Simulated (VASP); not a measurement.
Ta4H3:

```xyz
7
Lattice="0.0289 -0.0564 3.4079 4.7628 0.0116 0.0402 0.0116 4.8323 -0.0785" Properties=species:S:1:pos:R:3 pbc="T T T"
Ta    3.6160    3.5953    0.7555
Ta    1.2134    1.1430    0.7917
Ta    3.7017    1.1337    2.5761
Ta    1.1976    3.5446    2.5695
H     2.3891    4.8460    1.5953
H    -0.0054    2.3995    1.6750
H     2.3091    2.5329    0.0672
```

| Quantity | Value |
| --- | --- |
| Program | VASP 6.6.1 |
| Task | relaxation of cell and atoms |
| Functional | PBE |
| Potentials or basis | VASP PAW PBE potentials, release 64 (Ta_pv, H) |
| Cutoff | 600 eV |
| k mesh | 6 × 4 × 4 |
| Occupations | gaussian, width 0.2 eV |
| Spin | no spin polarisation |

At the start: pressure 7.4 GPa; volume 11.20 Å³/atom.

Task: How do energy, volume and symmetry change on relaxing?

Result: Over 16 steps the energy falls by 47.4 meV/atom and the volume is 11.52 Å³/atom (+2.9 %); space group P1 (No. 1, to 0.1 Å) before, P-42m (No. 111, to 0.1 Å).

The path:
```csv
step,energy change (eV),largest force (eV/Å),pressure (GPa),volume (Å³)
1,0.0000,1.7469,7.45,78.41
2,-0.1569,0.4511,-8.58,84.46
3,-0.2171,0.5809,-3.66,82.25
4,-0.2852,0.4296,0.64,80.47
5,-0.2854,0.4419,0.92,80.36
6,-0.3110,0.2719,0.26,80.58
7,-0.3187,0.2941,-0.25,80.77
8,-0.3268,0.1194,0.18,80.60
9,-0.3275,0.1049,0.36,80.53
10,-0.3294,0.0790,-0.44,80.85
11,-0.3294,0.0781,-0.50,80.87
12,-0.3306,0.0644,0.12,80.63
13,-0.3306,0.0667,0.14,80.62
14,-0.3313,0.0490,0.05,80.66
15,-0.3315,0.0579,-0.04,80.70
16,-0.3318,0.0224,0.02,80.67
```

Final structure:
```yaml
crystal:
  lattice:
    - [-0.00021, 0.00003, 3.45068]
    - [4.83394, 0.00440, -0.00057]
    - [0.00418, 4.83637, 0.00032]
  atoms:
    - { symbol: Ta, position: [0.24403, 0.75599, 0.75606] }
    - { symbol: Ta, position: [0.24390, 0.24379, 0.24408] }
    - { symbol: Ta, position: [0.75464, 0.75583, 0.24398] }
    - { symbol: Ta, position: [0.75481, 0.24415, 0.75591] }
    - { symbol: H, position: [0.50028, 0.49950, 0.99983] }
    - { symbol: H, position: [0.50094, 0.00033, 0.50045] }
    - { symbol: H, position: [0.00141, 0.50041, 0.49970] }
```

Caveat: an odd number of electrons without spin polarisation forces a metal; a magnetic or distorted state may lie lower.
